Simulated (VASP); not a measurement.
# Sn (Fd-3m) in VASP: further runs

Runs on Sn. Level: PBEsol. Tasks: single point.

All numbers are computed with VASP 6.6.1; they aren't measurements. Logs are shortened: lines on timing, memory, paths and dates and some standing lists are left out, and cuts for length are marked.

## (1) The cell of the first run

Symmetry: Fd-3m, No. 227, cubic system. Conventional cell: a = 6.542 Å, b = 6.542 Å, c = 6.542 Å, α = 90.00°, β = 90.00°, γ = 90.00°. Sn (site symmetry -43m) has 4 Sn at 2.83 Å within 3.7 Å.

This isn't the form of Sn at room conditions, which is tetragonal (white tin).

## (2) Single point, PBEsol

Input file INCAR:

```
PREC = Accurate
ENCUT = 520
EDIFF = 1E-6
ISMEAR = 0
SIGMA = 0.1
LREAL = False
LASPH = True
NELM = 60
ALGO = Fast
ISIF = 2
LWAVE = False
LCHARG = True
GGA = PS
LELF = True
LVHAR = True
NBANDS = 21
ISYM = 0
```

Input file KPOINTS:

```
Automatic mesh
0
Gamma
  8 8 11
```

Input file POSCAR:

```
Sn
1.0
    4.6255804191      0.0000000000      0.0000000000
    0.0000000000      4.6255804191      0.0000000000
    2.3127902096      2.3127902096      3.2707792813
Sn
2
Direct
    0.5000000000      0.5000000000      0.0000000000
    0.7500000000      0.2500000000      0.5000000000
```

Potentials or basis: VASP PAW PBE potentials, release 64 (Sn_d).

Command:

```bash
$ cat potpaw_PBE.64/Sn_d/POTCAR > POTCAR
$ mpirun -np 1 vasp_std > vasp.out
```

OUTCAR:

```text
PREC = Accurate
   ENCUT = 520
   EDIFF = 1E-6
   ISMEAR = 0
   LREAL = False
   LASPH = True
   NELM = 60
   ISIF = 2
   GGA = PS
   ISYM = 0

 ion  position               nearest neighbor table
   1  0.500  0.500  0.000-   2 2.83   2 2.83   2 2.83   2 2.83
   2  0.750  0.250  0.500-   1 2.83   1 2.83   1 2.83   1 2.83

IMPORTANT INFORMATION: All symmetrisations will be switched off!
NOSYMM: (Re-)initialisation of all symmetry stuff for point group C_1.

----------------------------------------------------------------------------------------

                                     Primitive cell

  volume of cell :      69.9816

  direct lattice vectors                    reciprocal lattice vectors
     4.625580419  0.000000000  0.000000000     0.216189085  0.000000000 -0.152868768
     0.000000000  4.625580419  0.000000000     0.000000000  0.216189085 -0.152868768
     2.312790210  2.312790210  3.270779281     0.000000000  0.000000000  0.305737537

  length of vectors
     4.625580419  4.625580419  4.625580419     0.264776474  0.264776474  0.305737537

  position of ions in fractional coordinates (direct lattice)
     0.500000000  0.500000000  0.000000000
     0.750000000  0.250000000  0.500000000

  ion indices of the primitive-cell ions
   primitive index   ion index
                 1           1
                 2           2

----------------------------------------------------------------------------------------

 KPOINTS: Automatic mesh

Automatic generation of k-mesh.
 Grid dimensions read from file:
 generate k-points for:    8    8   11

 Generating k-lattice:

  Cartesian coordinates                     Fractional coordinates (reciprocal lattice)
     0.027023636  0.000000000 -0.019108596     0.125000000  0.000000000  0.000000000
     0.000000000  0.027023636 -0.019108596     0.000000000  0.125000000  0.000000000
     0.000000000  0.000000000  0.027794322     0.000000000  0.000000000  0.090909091

  Length of vectors
     0.033097059  0.033097059  0.027794322

  Shift w.r.t. Gamma in fractional coordinates (k-lattice)
     0.000000000  0.000000000  0.000000000

 -----------------------------------------------------------------------------
|                                                                             |
|           W    W    AA    RRRRR   N    N  II  N    N   GGGG   !!!           |
|           W    W   A  A   R    R  NN   N  II  NN   N  G    G  !!!           |
|           W    W  A    A  R    R  N N  N  II  N N  N  G       !!!           |
|           W WW W  AAAAAA  RRRRR   N  N N  II  N  N N  G  GGG   !            |
|           WW  WW  A    A  R   R   N   NN  II  N   NN  G    G                |
|           W    W  A    A  R    R  N    N  II  N    N   GGGG   !!!           |
|                                                                             |
|     Your reciprocal lattice and k-lattice belong to different lattice       |
|     classes:                                                                |
|                                                                             |
|        The reciprocal lattice is body-centered cubic,                       |
|        whereas your k-lattice is base-centered monoclinic.                  |
|                                                                             |
|     Results are often still useful ...                                      |
|                                                                             |
 -----------------------------------------------------------------------------

 WARNING: IBZKPT: internal override: KBLOWUP is changed to .FALSE.
      ... skipping the blow-up phase ...

 Subroutine IBZKPT returns following result:
 ===========================================

 Found    354 irreducible k-points:

 Following reciprocal coordinates:
            Coordinates               Weight
  0.000000  0.000000  0.000000      1.000000
  0.125000  0.000000  0.000000      2.000000
  0.250000  0.000000  0.000000      2.000000
  0.375000  0.000000  0.000000      2.000000
  0.500000  0.000000  0.000000      1.000000
  0.000000  0.125000  0.000000      2.000000
[... 16 lines left out ...]
  0.125000  0.375000  0.000000      2.000000
  0.250000  0.375000  0.000000      2.000000
 [... further k-points ...]
   k-points           NKPTS =    354   k-points in BZ     NKDIM =    354   number of bands    NBANDS=     21
   number of dos      NEDOS =    301   number of ions     NIONS =      2
   total plane-waves  NPLWV =  46656
   dimension x,y,z NGX =    36 NGY =   36 NGZ =   36
   dimension x,y,z NGXF=    72 NGYF=   72 NGZF=   72
   ions per type =               2
   NGX,Y,Z   is equivalent  to a cutoff of  12.94, 12.94, 12.94 a.u.
   NGXF,Y,Z  is equivalent  to a cutoff of  25.88, 25.88, 25.88 a.u.
 SYSTEM =  unknown system
   PREC   = accura    normal or accurate (medium, high low for compatibility)
   ISTART =      0    job   : 0-new  1-cont  2-samecut
   ICHARG =      2    charge: 1-file 2-atom 10-const
   ISPIN  =      1    spin polarized calculation?
   LNONCOLLINEAR =      F non collinear calculations
   LSORBIT =      F    spin-orbit coupling
   LASPH  =      T    aspherical Exc in radial PAW
   ENCUT  =  520.0 eV  38.22 Ry    6.18 a.u.   8.60  8.60  8.60*2*pi/ulx,y,z
   NELM   =     60;   NELMIN=  2; NELMDL= -5     # of ELM steps
   EDIFF  = 0.1E-05   stopping-criterion for ELM
   LREAL  =      F    real-space projection
   EDIFFG = 0.1E-04   stopping-criterion for IOM
   NSW    =      0    number of steps for IOM
   IBRION =     -1    ionic relax: 0-MD 1-quasi-New 2-CG
   NFREE  =      0    steps in history (QN), initial steepest desc. (CG)
   ISIF   =      2    stress and relaxation
   ISYM   =      0    0-nonsym 1-usesym 2-fastsym
   POTIM  = 0.5000    time-step for ionic-motion
   TEBEG  =    0.0;   TEEND  =   0.0 temperature during run
   PSTRESS=    0.0 pullay stress
   NELECT =      28.0000    total number of electrons
   NUPDOWN=      -1.0000    fix difference up-down
   EMIN   =  10.00;   EMAX   =-10.00  energy-range for DOS
   EFERMI =   0.00;   METHOD = LEGACY
   ISMEAR =     0;   SIGMA  =   0.10  broadening in eV -4-tet -1-fermi 0-gaus
   EFERMI_NEDOS =   21; number of points for ismear=-14 and -15
   IALGO  =     68    algorithm
   IMIX   =      4    mixing-type and parameters
     AMIX     =   0.40;   BMIX     =  1.00
     AMIX_MAG =   1.60;   BMIX_MAG =  1.00
  volume/ion in A,a.u.               =      34.99       236.13
  Fermi-wavevector in a.u.,A,eV,Ry     =   1.206330  2.279634 19.799647  1.455233
  Thomas-Fermi vector in A             =   2.342001
   LORBIT       =      0    0 simple, 1 ext, 2 COOP (PROOUT), +10 PAW based schemes
   GGA     = PS    functional components
   LHFCALC =     F    Hartree Fock is set to
   AEXX    =    0.0000 exact exchange contribution
   IVDW    =     0    specifies the selected vdW correction
   LEPSILON=     F    determine dielectric tensor
   LRPA    =     F    only Hartree local field effects (RPA)
 non-spin polarized calculation
 RMM-DIIS sequential band-by-band and
 Gauss-broadening in eV      SIGMA  =   0.10
  energy-cutoff  :      520.00
  volume of cell :       69.98
 maximum number of plane-waves:      1902
 NGX is ok and might be reduce to    36

 number of electron      27.9999986 magnetization

 Free energy of the ion-electron system (eV)
  ---------------------------------------------------
  ext. energy  EPLUGINS =         0.00000000
  ---------------------------------------------------
  free energy    TOTEN  =        -8.46298648 eV

  energy without entropy =       -8.46191239  energy(sigma->0) =       -8.46244943

 E-fermi :   5.2036     XC(G=0):  -8.9613

 val. band max:        5.2014293067   @ k =   0.0000   0.1250   0.0909
 cond. band min:       5.2297783020   @ k =   0.3750   0.0000   0.0000
 fundamental gap:      0.0283489953
 Fermi energy:         5.2036191503

 k-point     1 :       0.0000    0.0000    0.0000
  band No.  band energies     occupation
      1     -16.3145      2.00000
      2     -16.3144      2.00000
      3     -16.3140      2.00000
      4     -16.2574      2.00000
      5     -16.2568      2.00000
      6     -15.9648      2.00000
[... 13 lines left out ...]
     20      13.1517      0.00000
     21      13.1535      0.00000

 k-point     2 :       0.1250    0.0000    0.0000
  band No.  band energies     occupation
      1     -16.3245      2.00000
      2     -16.3242      2.00000
      3     -16.3107      2.00000
      4     -16.2431      2.00000
      5     -16.2426      2.00000
      6     -15.9864      2.00000
[... 13 lines left out ...]
     20      12.2746      0.00000
     21      12.2746      0.00000

 k-point     3 :       0.2500    0.0000    0.0000
  band No.  band energies     occupation
      1     -16.3384      2.00000
      2     -16.3382      2.00000
      3     -16.3018      2.00000
      4     -16.2200      2.00000
      5     -16.2195      2.00000
      6     -16.0075      2.00000
[... 13 lines left out ...]
     20      12.0604      0.00000
     21      12.0606      0.00000

 k-point     4 :       0.3750    0.0000    0.0000
  band No.  band energies     occupation
      1     -16.3464      2.00000
      2     -16.3461      2.00000
      3     -16.2925      2.00000
      4     -16.2047      2.00000
      5     -16.2042      2.00000
      6     -16.0195      2.00000
[... 13 lines left out ...]
     20      12.8650      0.00000
     21      12.8653      0.00000

 k-point     5 :       0.5000    0.0000    0.0000
  band No.  band energies     occupation
      1     -16.3487      2.00000
      2     -16.3484      2.00000
      3     -16.2884      2.00000
      4     -16.2001      2.00000
      5     -16.1996      2.00000
      6     -16.0228      2.00000
[... 13 lines left out ...]
     20      13.9053      0.00000
     21      13.9185      0.00000
[... 382 lines left out ...]
     20      12.1354      0.00000
     21      12.9893      0.00000

 k-point    22 :       0.0000    0.3750    0.0000
  band No.  band energies     occupation
      1     -16.3464      2.00000
      2     -16.3461      2.00000
      3     -16.2925      2.00000
      4     -16.2047      2.00000
      5     -16.2042      2.00000
      6     -16.0195      2.00000
[... 13 lines left out ...]
     20      12.8650      0.00000
     21      12.8653      0.00000

 k-point    23 :       0.1250    0.3750    0.0000
  band No.  band energies     occupation
      1     -16.3612      2.00000
      2     -16.3538      2.00000
      3     -16.2689      2.00000
      4     -16.1987      2.00000
      5     -16.1832      2.00000
      6     -16.0418      2.00000
[... 13 lines left out ...]
     20      12.5284      0.00000
     21      13.6950      0.00000

 k-point    24 :       0.2500    0.3750    0.0000
  band No.  band energies     occupation
      1     -16.3807      2.00000
      2     -16.3607      2.00000
      3     -16.2410      2.00000
      4     -16.1627      2.00000
      5     -16.1510      2.00000
      6     -16.0837      2.00000
[... 13 lines left out ...]
     20      12.5660      0.00000
     21      14.2865      0.00000

 [... further k-points ...]

------------------------ aborting loop because EDIFF is reached ----------------------------------------

  FORCE on cell =-STRESS in cart. coord.  units (eV):
  Direction    XX          YY          ZZ          XY          YZ          ZX
  --------------------------------------------------------------------------------------
  -------------------------------------------------------------------------------------
  Total       -0.0306323     -0.0306403     -0.0443801      0.0009353      0.0153758      0.0153844
  in kB       -0.7013032     -0.7014882     -1.0160497      0.0214139      0.3520171      0.3522137
  external PRESSURE =      -0.8062804 kB  Pullay stress =       0.0000000 kB

 VOLUME and BASIS-vectors are now :
 -----------------------------------------------------------------------------
  energy-cutoff  :      520.00
  volume of cell :       69.98
      direct lattice vectors                 reciprocal lattice vectors
     4.625580419  0.000000000  0.000000000     0.216189085  0.000000000 -0.152868768
     0.000000000  4.625580419  0.000000000     0.000000000  0.216189085 -0.152868768
     2.312790210  2.312790210  3.270779281     0.000000000  0.000000000  0.305737537

 POSITION                                       TOTAL-FORCE (eV/Angst)
 -----------------------------------------------------------------------------------
      2.31279      2.31279      0.00000         0.005977     -0.005979     -0.000006
      4.62558      2.31279      1.63539        -0.005977      0.005979      0.000006
 -----------------------------------------------------------------------------------
    total drift:                                0.000013     -0.000005     -0.000003

  FREE ENERGIE OF THE ION-ELECTRON SYSTEM (eV)
  ---------------------------------------------------
  free  energy   TOTEN  =        -8.4629864806 eV

  energy  without entropy=       -8.4619123879  energy(sigma->0) =       -8.46244943
```

It took 16 min on 1 thread of Intel Xeon 8259CL, shared host; peak memory 0.52 GiB.

Results:

* Free energy: -8.4630 eV
* Pressure: -0.1 GPa
* Band gap on the k mesh: zero (bands 14 and 15 overlap by 0.19 eV)

Caveat: the PAW data sets were made with another functional, which shifts forces and pressure a little; spin-orbit coupling is left out, which moves the levels of the heavy elements.

## (3) Single point, PBEsol

This run uses another cell than the first one: it holds 6 atoms, not 2.

Input file INCAR:

```
SYSTEM = Sn
PREC = Accurate ; ENCUT = 520
EDIFF = 1E-6 ; ISMEAR = 0
SIGMA = 0.15 ; LREAL = .FALSE.
LASPH = .TRUE. ; NELM = 60
ALGO = Fast ; ISIF = 2
LWAVE = .FALSE. ; LCHARG = .FALSE.
GGA = PS ; NBANDS = 51
```

Input file KPOINTS:

```
regular mesh
0
G
  15 15 6
  0 0 0
```

Input file POSCAR:

```
Sn
1.0
    3.2707792874     -3.2707792874      0.0000000000
    3.2707792874      0.0000000000     -3.2707792874
    6.5415585749      6.5415585749      6.5415585749
Sn
6
Direct
    0.6666666667      0.6666666667      0.8333333333
    1.0000000000      0.0000000000      0.5000000000
    0.3333333333      0.3333333333      0.1666666667
    0.6666666667      0.6666666667      0.0833333333
    1.0000000000      1.0000000000      0.7500000000
    0.3333333333      0.3333333333      0.4166666667
```

Potentials or basis: VASP PAW PBE potentials, release 64 (Sn_d).

Command:

```bash
$ cat potpaw_PBE.64/Sn_d/POTCAR > POTCAR
$ mpirun -np 1 vasp_std > vasp.out
```

Run time: 28 min. Hardware: 1 thread of Oxide Virtual Turin-like, shared host; peak memory 1 GiB.

It converged, with:

```yaml
Free_energy: -25.4005 eV
Pressure: -0.1 GPa
Band_gap_on_the_k_mesh: zero (bands 42 and 43 overlap by 0.17 eV)
```

Levels at points of the mesh, in eV from the Fermi level:
| k point | band 40 | band 41 | band 42 | band 43 | band 44 | band 45 |
| --- | --- | --- | --- | --- | --- | --- |
| (0.00, 0.00, 0.00) | -0.88 | 0.05 | 0.05 | 0.07 | 0.07 | 0.07 |
| (0.00, 0.00, 0.50) | -0.36 | -0.36 | -0.36 | -0.13 | 0.44 | 0.44 |

Caveat: the PAW data sets were made with another functional, which shifts forces and pressure a little; spin-orbit coupling is left out, which moves the levels of the heavy elements.
